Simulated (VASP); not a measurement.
A run of VASP 6.6.1 is set up as follows.

Contents of INCAR:

```
PREC     = Accurate       # precision mode
ENCUT    = 600            # plane-wave cutoff, eV
EDIFF    = 1E-6           # SCF threshold, eV
ISMEAR   = -1             # smearing method
SIGMA    = 0.1            # smearing width, eV
LREAL    = F              # projectors in reciprocal space
LASPH    = T              # aspherical terms in the spheres
NELM     = 80             # most SCF steps
ALGO     = Normal         # electronic algorithm
ISIF     = 3              # what is computed and relaxed
LWAVE    = F              # write WAVECAR
LCHARG   = F              # write CHGCAR
GGA      = PS             # functional
IBRION   = 2              # ionic algorithm
NSW      = 80             # ionic steps
EDIFFG   = -0.03          # ionic threshold
PSTRESS  = 200.0
```

File KPOINTS:

```
Automatic mesh
0
Gamma
  12 12 7
```

The input POSCAR:

```
Ge
1.0
    2.9911060000      0.0000000000      0.0000000000
   -1.5105156329      2.5816772893      0.0000000000
    0.0000000000      0.0000000000      4.7275960000
Ge
2
Direct
    0.6665530000      0.3334470000      0.2500000000
    0.3334470000      0.6665530000      0.7500000000
```

Potentials or basis: VASP PAW PBE potentials, release 64 (Ge_d).

Command:

```sh
$ cat potpaw_PBE.64/Ge_d/POTCAR > POTCAR
$ mpirun -np 1 vasp_std > vasp.out
```

**Question.** Estimate the space group after relaxing (to 0.1 Å).

**Answer.** P6_3/mmc (No. 194).

**Question.** Estimate the relaxed volume.

**Answer.** 15.28 Å³/atom.

Stress tensor (GPa, compression positive):
```
20.10  0.07  0.00
 0.07 20.19  0.00
 0.00  0.00 19.90
```

Caveat: the cell is relaxed towards a set pressure, so the run minimises the enthalpy, not the energy; the volume moved by over 15 % at a fixed basis, so the end points are rough; the PAW data sets were made with another functional, which shifts forces and pressure a little.
